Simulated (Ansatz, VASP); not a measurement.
Two plane-wave programs on Bi

```
Bi
1.0
    -1.98143    1.98143    1.98143
     1.98143   -1.98143    1.98143
     1.98143    1.98143   -1.98143
Bi
1
Cartesian
  0.0000 0.0000 0.0000
```

Alike in both runs: functional B3LYP; dispersion D4; k mesh 7 × 7 × 7; occupations fermi-dirac, width 0.1 eV; no spin polarisation.

|  | VASP | Ansatz |
| --- | --- | --- |
| version | VASP 6.6.1 | Ansatz 0.2.0 |
| potentials or method | VASP PAW PBE potentials, release 64 (Bi_d) | Ansatz PAW polarizable |
| plane-wave cutoff (eV) | 400 | 420 |
| valence electrons in the cell | 15 | 15 |
| task | single point | atomic charges |

```csv
,VASP,Ansatz,Ansatz less VASP
gap on the k mesh at the Fermi level (eV),none,none,-
pressure (GPa),-0.4,-0.4,-0.05
```

VASP's potentials were made for PBE, not for B3LYP. A gap of «none» marks a metal or a gap that the smearing closes.

Neither program's run includes spin-orbit coupling.
